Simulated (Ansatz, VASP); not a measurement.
## Two plane-wave programs on ZrTiN2

```
Zr Ti N
1.0
     3.15874    0.00000    0.00000
     0.00000    3.15874    0.00000
     0.00000    0.00000    4.45966
Zr Ti N
1 1 2
Direct
  0.00000 0.00000 0.00000
  0.50000 0.50000 0.50000
  0.00000 0.00000 0.50000
  0.50000 0.50000 0.00000
```

Alike in both runs: task single point; functional LDA; k mesh 7 × 7 × 5; occupations methfessel-paxton of order 1, width 0.15 eV; collinear spin.

```csv
,VASP,Ansatz
version,VASP 6.6.1,Ansatz 0.2.0
potentials or method,"VASP PAW LDA potentials, release 64 (Zr_sv, Ti_sv, N), cutoff 600 eV","plane waves, PAW"
valence electrons in the cell,34,34
```

```tsv
	VASP	Ansatz	Ansatz less VASP
net moment per atom (μB)	0.00	0.00	0.000
```

LDA's correlation is that of Perdew and Zunger in VASP and of Perdew and Wang (1992) in Ansatz. Ansatz's warnings: no starting moments, stability check not made.
